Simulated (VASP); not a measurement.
Runs of VASP 6.6.1 on B. The structure is that of space group I4_1/amd (No. 141), or close to it. The cells are those of the table. 

| task | cell | cutoff (eV) | gap on the mesh (eV) | pressure (GPa) |
| --- | --- | --- | --- | --- |
| single point | a = 2.567 Å, angles 95.1, 95.1, 145.2°, 2 atoms | 520 | none | (a) |
| single point | a = 2.566 Å, angles 95.1, 95.1, 145.2°, 2 atoms | 520 | none | 160.3 |
| relaxation of cell and atoms | relaxed to 160 GPa from a = 2.389 Å, angles 97.5, 97.5, 137.5°, 2 atoms | 600 | none | 160.1 |
| relaxation of cell and atoms | relaxed to 160 GPa from a = 2.566 Å, angles 95.1, 95.1, 145.2°, 2 atoms | 600 | none | 160.0 |

Alike in all rows: level PBE; potentials or basis VASP PAW PBE potentials, release 64 (B); no spin polarisation; k mesh 24 × 24 × 24; smearing fermi-dirac 0.08 eV.

Problem. Fill in the values left out.

Solution. (a) 160.5.

Caveats: the cell is relaxed towards a set pressure, so the enthalpy falls and the energy may rise (some runs).

A gap of «none» marks levels without a gap at the run's occupations.
